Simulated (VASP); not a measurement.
# ZnS (I-4m2) in VASP: notebook

The runs below take ZnS through electric field gradients, with PBE.

Program: VASP 6.6.1. These are calculated values, not measurements. Logs are shortened: lines on timing, memory, paths and dates and some standing lists are left out, and cuts for length are marked.

## 1. The cell of the first run

The structure is tetragonal, space group I-4m2 (No. 119). The conventional cell has a = 3.825 Å, b = 3.825 Å, c = 5.301 Å, α = 90.00°, β = 90.00°, γ = 90.00°. Within 3.1 Å of Zn (site symmetry -4m2) lie 4 S at 2.33 Å. S (site symmetry -4m2) has 4 Zn at 2.33 Å within 3.1 Å.

## 2. Electric field gradients, PBE (zz strain of -2 %)

Input file INCAR:

```
SYSTEM = ZnS
ALGO = Normal
EDIFF = 1E-8
ENCUT = 520
GGA = PE
ISIF = 2
ISMEAR = -1
LASPH = .True.
LCHARG = .False.
LEFG = .True.
LREAL = .False.
LWAVE = .False.
NBANDS = 16
NELM = 80
PREC = Accurate
SIGMA = 0.01
```

Input file KPOINTS:

```
k-points
0
Gamma
  8 8 8
  0 0 0
```

Input file POSCAR:

```
ZnS
1.0
    0.0000000000      2.7046500000      2.6505570000
    2.7046500000      0.0000000000      2.6505570000
    2.7046500000      2.7046500000      0.0000000000
Zn S
1 1
Direct
    0.0000000000      0.0000000000      0.0000000000
    0.7500000000      0.7500000000      0.7500000000
```

Potentials or basis: VASP PAW PBE potentials, release 64 (Zn, S).

Started as:

```console
cat potpaw_PBE.64/Zn/POTCAR potpaw_PBE.64/S/POTCAR > POTCAR
mpirun -np 1 vasp_std > vasp.out
```

OUTCAR:

```text
SYSTEM = ZnS
   EDIFF = 1E-8
   ENCUT = 520
   GGA = PE
   ISIF = 2
   ISMEAR = -1
   LASPH = .True.
   LREAL = .False.
   NELM = 80
   PREC = Accurate

 ion  position               nearest neighbor table
   1  0.000  0.000  0.000-   2 2.33   2 2.33   2 2.33   2 2.33
   2  0.750  0.750  0.750-   1 2.33   1 2.33   1 2.33   1 2.33

  LATTYP: Found a body centered tetragonal cell.
 ALAT       =     3.8249527115
 C/A-ratio  =     1.3859292911

  Lattice vectors:

 A1 = (   0.0000000000,  -2.7046500000,  -2.6505570000)
 A2 = (   0.0000000000,   2.7046500000,  -2.6505570000)
 A3 = (   2.7046500000,   0.0000000000,   2.6505570000)

Analysis of symmetry for initial positions (statically):
=====================================================================
 Subroutine PRICEL returns:
 Original cell was already a primitive cell.

 Routine SETGRP: Setting up the symmetry group for a
 body centered tetragonal supercell.

 Subroutine GETGRP returns: Found  8 space group operations
 (whereof  8 operations were pure point group operations)
 out of a pool of 16 trial point group operations.

The static configuration has the point symmetry D_2d.

Analysis of symmetry for dynamics (positions and initial velocities):
=====================================================================
 Subroutine PRICEL returns:
 Original cell was already a primitive cell.

 Routine SETGRP: Setting up the symmetry group for a
 body centered tetragonal supercell.

 Subroutine GETGRP returns: Found  8 space group operations
 (whereof  8 operations were pure point group operations)
 out of a pool of 16 trial point group operations.

The dynamic configuration has the point symmetry D_2d.

 Subroutine INISYM returns: Found  8 space group operations
 (whereof  8 operations are pure point group operations),
 and found     1 'primitive' translations

----------------------------------------------------------------------------------------

                                     Primitive cell

  volume of cell :      38.7783

  direct lattice vectors                    reciprocal lattice vectors
     0.000000000  2.704650000  2.650557000    -0.184866803  0.184866803  0.188639595
     2.704650000  0.000000000  2.650557000     0.184866803 -0.184866803  0.188639595
     2.704650000  2.704650000  0.000000000     0.184866803  0.184866803 -0.188639595

  length of vectors
     3.786896359  3.786896359  3.824952711     0.322391636  0.322391636  0.322391636

  position of ions in fractional coordinates (direct lattice)
     0.000000000  0.000000000  0.000000000
     0.750000000  0.750000000  0.750000000

  ion indices of the primitive-cell ions
   primitive index   ion index
                 1           1
                 2           2

----------------------------------------------------------------------------------------

 KPOINTS: k-points

Automatic generation of k-mesh.
 Grid dimensions read from file:
 generate k-points for:    8    8    8

 Generating k-lattice:

  Cartesian coordinates                     Fractional coordinates (reciprocal lattice)
    -0.023108350  0.023108350  0.023579949     0.125000000  0.000000000  0.000000000
     0.023108350 -0.023108350  0.023579949     0.000000000  0.125000000  0.000000000
     0.023108350  0.023108350 -0.023579949    -0.000000000 -0.000000000  0.125000000

  Length of vectors
     0.040298955  0.040298955  0.040298955

  Shift w.r.t. Gamma in fractional coordinates (k-lattice)
     0.000000000  0.000000000  0.000000000

 Subroutine IBZKPT returns following result:
 ===========================================

 Found     59 irreducible k-points:

 Following reciprocal coordinates:
            Coordinates               Weight
  0.000000  0.000000  0.000000      1.000000
  0.125000 -0.000000  0.000000      8.000000
  0.250000 -0.000000  0.000000      8.000000
  0.375000 -0.000000  0.000000      8.000000
  0.500000 -0.000000  0.000000      4.000000
  0.125000  0.125000  0.000000      2.000000
[... 16 lines left out ...]
  0.250000 -0.000000  0.125000     16.000000
  0.375000  0.000000  0.125000     16.000000
 [... further k-points ...]
   k-points           NKPTS =     59   k-points in BZ     NKDIM =     59   number of bands    NBANDS=     16
   number of dos      NEDOS =    301   number of ions     NIONS =      2
   total plane-waves  NPLWV =  21952
   dimension x,y,z NGX =    28 NGY =   28 NGZ =   28
   dimension x,y,z NGXF=    56 NGYF=   56 NGZF=   56
   ions per type =               1   1
   NGX,Y,Z   is equivalent  to a cutoff of  12.29, 12.29, 12.17 a.u.
   NGXF,Y,Z  is equivalent  to a cutoff of  24.58, 24.58, 24.34 a.u.
 SYSTEM =  ZnS
   PREC   = accura    normal or accurate (medium, high low for compatibility)
   ISTART =      0    job   : 0-new  1-cont  2-samecut
   ICHARG =      2    charge: 1-file 2-atom 10-const
   ISPIN  =      1    spin polarized calculation?
   LNONCOLLINEAR =      F non collinear calculations
   LSORBIT =      F    spin-orbit coupling
   LASPH  =      T    aspherical Exc in radial PAW
   ENCUT  =  520.0 eV  38.22 Ry    6.18 a.u.   7.04  7.04  7.11*2*pi/ulx,y,z
   NELM   =     80;   NELMIN=  2; NELMDL= -5     # of ELM steps
   EDIFF  = 0.1E-07   stopping-criterion for ELM
   LREAL  =      F    real-space projection
   EDIFFG = 0.1E-06   stopping-criterion for IOM
   NSW    =      0    number of steps for IOM
   IBRION =     -1    ionic relax: 0-MD 1-quasi-New 2-CG
   NFREE  =      0    steps in history (QN), initial steepest desc. (CG)
   ISIF   =      2    stress and relaxation
   ISYM   =      2    0-nonsym 1-usesym 2-fastsym
   POTIM  = 0.5000    time-step for ionic-motion
   TEBEG  =    0.0;   TEEND  =   0.0 temperature during run
   PSTRESS=    0.0 pullay stress
   NELECT =      18.0000    total number of electrons
   NUPDOWN=      -1.0000    fix difference up-down
   EMIN   =  10.00;   EMAX   =-10.00  energy-range for DOS
   EFERMI =   0.00;   METHOD = LEGACY
   ISMEAR =    -1;   SIGMA  =   0.01  broadening in eV -4-tet -1-fermi 0-gaus
   EFERMI_NEDOS =   21; number of points for ismear=-14 and -15
   IALGO  =     38    algorithm
   IMIX   =      4    mixing-type and parameters
     AMIX     =   0.40;   BMIX     =  1.00
     AMIX_MAG =   1.60;   BMIX_MAG =  1.00
  volume/ion in A,a.u.               =      19.39       130.84
  Fermi-wavevector in a.u.,A,eV,Ry     =   1.267562  2.395345 21.860666  1.606714
  Thomas-Fermi vector in A             =   2.400703
   LORBIT       =      0    0 simple, 1 ext, 2 COOP (PROOUT), +10 PAW based schemes
   GGA     = PE    functional components
   LHFCALC =     F    Hartree Fock is set to
   AEXX    =    0.0000 exact exchange contribution
   IVDW    =     0    specifies the selected vdW correction
   LEPSILON=     F    determine dielectric tensor
   LRPA    =     F    only Hartree local field effects (RPA)
 non-spin polarized calculation
  energy-cutoff  :      520.00
  volume of cell :       38.78
 maximum number of plane-waves:      1058
   NGX = 15   NGY = 15   NGZ = 15

 number of electron      18.0000014 magnetization

 Free energy of the ion-electron system (eV)
  ---------------------------------------------------
  ext. energy  EPLUGINS =         0.00000000
  ---------------------------------------------------
  free energy    TOTEN  =        -6.83543099 eV

  energy without entropy =       -6.83543099  energy(sigma->0) =       -6.83543099

 E-fermi :   2.5655     XC(G=0):  -9.7118

 val. band max:        2.3145506589   @ k =   0.0000   0.0000   0.0000
 cond. band min:       4.4584997766   @ k =   0.0000   0.0000   0.0000
 fundamental gap:      2.1439491177
 Fermi energy:         2.5654944077

 k-point     1 :       0.0000    0.0000    0.0000
  band No.  band energies     occupation
      1     -10.9919      2.00000
      2      -4.1430      2.00000
      3      -4.1430      2.00000
      4      -4.1311      2.00000
      5      -3.6239      2.00000
      6      -3.6176      2.00000
[... 8 lines left out ...]
     15      14.1562      0.00000
     16      14.2920      0.00000

 k-point     2 :       0.1250   -0.0000    0.0000
  band No.  band energies     occupation
      1     -10.8716      2.00000
      2      -4.1405      2.00000
      3      -4.1217      2.00000
      4      -4.1117      2.00000
      5      -3.6250      2.00000
      6      -3.6200      2.00000
[... 8 lines left out ...]
     15      13.5685      0.00000
     16      15.0277      0.00000
[... 387 lines left out ...]
      5      -3.6482      2.00000
      6      -3.5981      2.00000
[... 8 lines left out ...]
     15      14.2635      0.00000
     16      16.0594      0.00000

 k-point    24 :       0.3750    0.0000    0.1250
  band No.  band energies     occupation
      1     -10.2343      2.00000
      2      -4.0731      2.00000
      3      -4.0007      2.00000
      4      -3.9477      2.00000
      5      -3.6220      2.00000
      6      -3.5864      2.00000
[... 8 lines left out ...]
     15      14.9702      0.00000
     16      15.4342      0.00000

 [... further k-points ...]
[... 5 lines left out ...]
  --------------------------------------------------------------------------------------
  -------------------------------------------------------------------------------------
  Total        0.6954842      0.6954842      0.8802408      0.0000000      0.0000000      0.0000000
  in kB       28.7348236     28.7348236     36.3682808      0.0000000      0.0000000      0.0000000
  external PRESSURE =      31.2793093 kB  Pullay stress =       0.0000000 kB

 VOLUME and BASIS-vectors are now :
 -----------------------------------------------------------------------------
  energy-cutoff  :      520.00
  volume of cell :       38.78
      direct lattice vectors                 reciprocal lattice vectors
     0.000000000  2.704650000  2.650557000    -0.184866803  0.184866803  0.188639595
     2.704650000  0.000000000  2.650557000     0.184866803 -0.184866803  0.188639595
     2.704650000  2.704650000  0.000000000     0.184866803  0.184866803 -0.188639595

 POSITION                                       TOTAL-FORCE (eV/Angst)
 -----------------------------------------------------------------------------------
      0.00000      0.00000      0.00000        -0.000000     -0.000000      0.000000
      4.05697      4.05697      3.97584         0.000000      0.000000     -0.000000
 -----------------------------------------------------------------------------------
    total drift:                               -0.000001     -0.000001     -0.000001

  FREE ENERGIE OF THE ION-ELECTRON SYSTEM (eV)
  ---------------------------------------------------
  free  energy   TOTEN  =        -6.8354309902 eV

  energy  without entropy=       -6.8354309902  energy(sigma->0) =       -6.83543099

 Electric field gradients (V/A^2)
---------------------------------------------------------------------
 ion       V_xx      V_yy      V_zz      V_xy      V_xz      V_yz
---------------------------------------------------------------------
   1      -1.828    -1.828     3.655    -0.002    -0.002    -0.002
   2       2.003     2.003    -4.006    -0.000    -0.000    -0.000
---------------------------------------------------------------------

 Electric field gradients after diagonalization (V/A^2)
 (convention: |V_zz| > |V_xx| > |V_yy|)
----------------------------------------------------------------------
 ion       V_xx      V_yy      V_zz     asymmetry (V_yy - V_xx)/ V_zz
----------------------------------------------------------------------
   1      -1.829    -1.826     3.655       0.001
   2       2.003     2.003    -4.006       0.000
----------------------------------------------------------------------

           NMR quadrupolar parameters

 Cq : quadrupolar parameter    Cq=e*Q*V_zz/h
 eta: asymmetry parameters     (V_yy - V_xx)/ V_zz
 Q  : nuclear electric quadrupole moment in mb (millibarn)
----------------------------------------------------------------------
 ion       Cq(MHz)       eta       Q (mb)
----------------------------------------------------------------------
   1       0.009       0.001       1.000
   2      -0.010       0.000       1.000
----------------------------------------------------------------------
```

Run time: 39 s. Hardware: 1 thread of AMD EPYC 7R43 (Zen 3), shared host; peak memory 0.14 GiB.

Results:

```
Free energy            : -6.8354 eV
Pressure               : 3.1 GPa
Band gap on the k mesh : 2.14 eV, direct
```

Electric field gradients, principal values (V/Å²):
| atom | least | middle | greatest (by size) |
| --- | --- | --- | --- |
| 1 Zn | -1.826 | -1.829 | 3.655 |
| 2 S | 2.003 | 2.003 | -4.006 |

Caveat: the cell differs from its parent crystal (zz strain of -2 %); without QUAD_EFG the Cq values of the log hold for a quadrupole moment of 1 mb, not for the nuclei.

[end of part 1 of 2]
